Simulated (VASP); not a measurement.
Wanted: the native input for a VASP 6.6.1 run.

```yaml
Task: single point
Functional: PBE
Potentials_or_basis: VASP PAW PBE potentials, release 64 (Mg, O)
Cutoff: 520 eV
k_mesh: 6 × 6 × 6
Occupations: gaussian, width 0.05 eV
Spin: no spin polarisation
Dipole_correction: no
Further_INCAR_settings: ALGO = Normal; EDIFF = 1e-07; NBANDS = 26
```

The structure of MgO lies in POSCAR:

```
MgO
1.0
    1.4688622380      2.5441440255      2.6797873418
   -1.4688622380     -2.5441440255      2.6797873418
    4.4065867139     -2.5441440255      0.0000000000
Mg O
4 4
Direct
    0.5353753558      0.4646246442     -0.0235835705
    0.2500000000      0.7500000000      0.5000000000
    0.7500000000      0.2500000000      0.5000000000
    0.0000000000      0.0000000000      0.0000000000
    0.7500000000      0.7500000000      0.3333333333
    0.5000000000      1.0000000000      0.8333333333
    0.0000000000      0.5000000000      0.8333333333
    0.2500000000      0.2500000000      0.3333333333
```

This cell differs from its parent crystal: atom 1 (Mg) moved +0.240 Å along Cartesian [0 1 0].

The input as run:

INCAR

```
PREC = Accurate
ENCUT = 520
EDIFF = 1E-7
ISMEAR = 0
SIGMA = 0.05
LREAL = F
LASPH = T
NELM = 80
ALGO = Normal
ISIF = 2
LWAVE = F
LCHARG = F
GGA = PE
NBANDS = 26
```

KPOINTS

```
regular mesh
0
Gamma
  6 6 6
```

Potentials or basis: VASP PAW PBE potentials, release 64 (Mg, O).

Launch:

```sh
$ cat potpaw_PBE.64/Mg/POTCAR potpaw_PBE.64/O/POTCAR > POTCAR
$ mpirun -np 1 vasp_std > vasp.out
```

It gave:

| Item | Value |
| --- | --- |
| Pressure | 0.7 GPa |
| Largest force | 2.333 eV/Å |
| Band gap on the k mesh | 2.77 eV (least direct gap 2.90 eV) |

Caveat: the cell differs from its parent crystal (atom 1 (Mg) moved +0.240 Å along Cartesian [0 1 0]); forces of over 1 eV/Å act on the atoms, so gaps and moduli don't describe the material at rest.

It took 3.4 min on 1 thread of Intel Xeon 8259CL, with other jobs on the host, peak memory 0.25 GiB.
